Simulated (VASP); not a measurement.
A run of VASP 6.6.1 is set up as follows.

Contents of POSCAR:

```
SnC3
1.0
    3.0223800114      0.0000000000      0.0000000000
    0.0000000000      3.0223800114      0.0000000000
    0.0000000000      0.0000000000      4.7113120188
C Sn
3 1
Direct
    0.5000000000      0.0000000000      0.8186397904
    0.5000000000      0.5000000000      0.0000000000
    0.0000000000      0.5000000000      0.1813602096
    0.0000000000      0.0000000000      0.5000000000
```

File INCAR.step1:

```
PREC = Accurate ; ENCUT = 520
ISMEAR = 0 ; SIGMA = 0.01
LREAL = F ; LASPH = T
NELM = 100 ; NBANDS = 21
GGA = PE ; ALGO = Normal
EDIFF = 1E-4 ; LWAVE = T
LCHARG = F
```

INCAR.step2

```
PREC = Accurate ; ENCUT = 520
EDIFF = 1E-6 ; ISMEAR = 0
SIGMA = 0.01 ; LREAL = F
LASPH = T ; NELM = 100
ALGO = Normal ; ISIF = 2
LWAVE = F ; LCHARG = F
METAGGA = R2SCAN ; LMIXTAU = T
NBANDS = 21 ; ISTART = 1
```

The input KPOINTS:

```
Automatic mesh
0
Gamma
  8 8 6
```

Potentials or basis: VASP PAW PBE potentials, release 64 (C, Sn_d).

Command:

```console
$ cat potpaw_PBE.64/C/POTCAR potpaw_PBE.64/Sn_d/POTCAR > POTCAR
$ cp INCAR.step1 INCAR
$ mpirun -np 1 vasp_std > vasp.out
$ cp INCAR.step2 INCAR
$ mpirun -np 1 vasp_std > vasp.out
```

Task: Estimate the band gap on the k mesh.

Result: 0.23 eV, indirect (least direct gap 0.75 eV).

Task: Predict the pressure.

Result: -8.0 GPa.

Forces in eV/Å, atoms in the order of the input:
```
C    0.000  0.000  0.003
C    0.000  0.000  0.000
C    0.000  0.000 -0.003
Sn   0.000  0.000  0.000
```

Caveat: the cell differs from its parent crystal (strain +1.5%); the PAW data sets were made with another functional, which shifts forces and pressure a little; spin-orbit coupling is left out, which moves the levels of the heavy elements. A k mesh can miss the band edges.
